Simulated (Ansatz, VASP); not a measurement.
Two plane-wave programs on GaN

The input POSCAR:

```
GaN
1.0
    0.0000000000      2.1085152362      2.1717706933
    2.1085152362      0.0000000000      2.1717706933
    2.1085152362      2.1085152362      0.0000000000
Ga N
1 1
Direct
    0.0000000000      0.0000000000      0.0000000000
    0.5000000000      0.5000000000      0.5000000000
```

Contents of INCAR.step1:

```
  PREC = Accurate
  ENCUT = 520
  ISMEAR = 0
  SIGMA = 0.01
  LREAL = F
  LASPH = T
  NELM = 100
  NBANDS = 16
  GGA = PE
  ALGO = Normal
  EDIFF = 1E-4
  LWAVE = T
  LCHARG = F
```

INCAR.step2

```
  PREC = Accurate
  ENCUT = 520
  EDIFF = 1E-6
  ISMEAR = 0
  SIGMA = 0.01
  LREAL = F
  LASPH = T
  NELM = 100
  ALGO = Normal
  ISIF = 2
  LWAVE = F
  LCHARG = F
  METAGGA = R2SCAN
  LMIXTAU = T
  NBANDS = 16
  ISTART = 1
```

The input KPOINTS:

```
Automatic mesh
0
Gamma
  10 10 10
```

Input for Ansatz:

```yaml
crystal:
  lattice:
    - [0.0, 2.1085152362, 2.1717706933]
    - [2.1085152362, 0.0, 2.1717706933]
    - [2.1085152362, 2.1085152362, 0.0]
  atoms:
    - { symbol: Ga, position: [0.0, 0.0, 0.0] }
    - { symbol: "N", position: [0.5, 0.5, 0.5] }
kpoints:
  mp_grid: { grid: [10, 10, 10] }
  band_path:
    path:
      - [0.0, 0.0, 0.0]
      - [0.5, 0.0, 0.5]
      - [0.625, 0.25, 0.625]
      - [0.375, 0.375, 0.75]
      - [0.5, 0.5, 0.5]
      - [0.5, 0.25, 0.75]
      - [0.184896, 0.184896, 0.369792]
      - [0.0, 0.5, 0.5]
    npoints: 1
hamiltonian:
  xc: r2scan
scf:
  occupations: { method: fixed }
  n_extra_bands: 4
output:
  forces: true
  stress: true
  eigenvalues: true
  write_density: true
  write_potential: true
  elf: true
  volumetric_format: npy
```

Change from the starting cell: uniaxial_z strain +3.0%.

Alike in both runs: task single point; functional r2SCAN; k mesh 10 × 10 × 10; no spin polarisation.

|  | VASP | Ansatz |
| --- | --- | --- |
| version | VASP 6.6.1 | Ansatz 0.2.0 |
| potentials or method | VASP PAW PBE potentials, release 64 (Ga_d, N) | plane waves, PAW |
| plane-wave cutoff (eV) | 520 | 500 |
| occupations | gaussian, width 0.01 eV | fixed |
| valence electrons in the cell | 18 | 18 |

```csv
,VASP,Ansatz,Ansatz less VASP
gap on the k mesh at the Fermi level (eV),0.83,0.86,+0.023
pressure (GPa),-5.3,-6.4,-1.12
"traceless stress, the component that is largest in VASP (GPa)",-3.14,-2.85,+0.287
```

VASP's potentials were made for PBE, not for r2SCAN.
